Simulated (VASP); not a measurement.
Here is a VASP 6.6.1 calculation.

File POSCAR:

```
Ga
1.0
   -1.4250600000      1.4250600000      2.1621300000
    1.4250600000     -1.4250600000      2.1621300000
    1.4250600000      1.4250600000     -2.1621300000
Ga
1
Direct
    0.0000000000      0.0000000000      0.0000000000
```

INCAR.step1

```
PREC = Accurate
ENCUT = 520
ISMEAR = 0
SIGMA = 0.15
LREAL = False
LASPH = True
NELM = 60
NBANDS = 12
GGA = PE
ALGO = Normal
EDIFF = 1E-4
LWAVE = True
LCHARG = False
```

Contents of INCAR.step2:

```
PREC = Accurate
ENCUT = 520
EDIFF = 1E-6
ISMEAR = 0
SIGMA = 0.15
LREAL = False
LASPH = True
NELM = 60
ALGO = Normal
ISIF = 2
LWAVE = False
LCHARG = False
METAGGA = R2SCAN
LMIXTAU = True
NBANDS = 12
ISTART = 1
```

Contents of KPOINTS:

```
Automatic mesh
0
Gamma
  24 24 24
```

Potentials or basis: VASP PAW PBE potentials, release 64 (Ga_d).

Launch:

```console
$ cat potpaw_PBE.64/Ga_d/POTCAR > POTCAR
$ cp INCAR.step1 INCAR
$ mpirun -np 1 vasp_std > vasp.out
$ cp INCAR.step2 INCAR
$ mpirun -np 1 vasp_std > vasp.out
```

(1) Estimate the pressure.

## Answers

(1) 1.0 GPa.

Caveat: the cell differs from its parent crystal (strain +0.015 along x and y, -0.030 along z); the PAW data sets were made with another functional, which shifts forces and pressure a little.
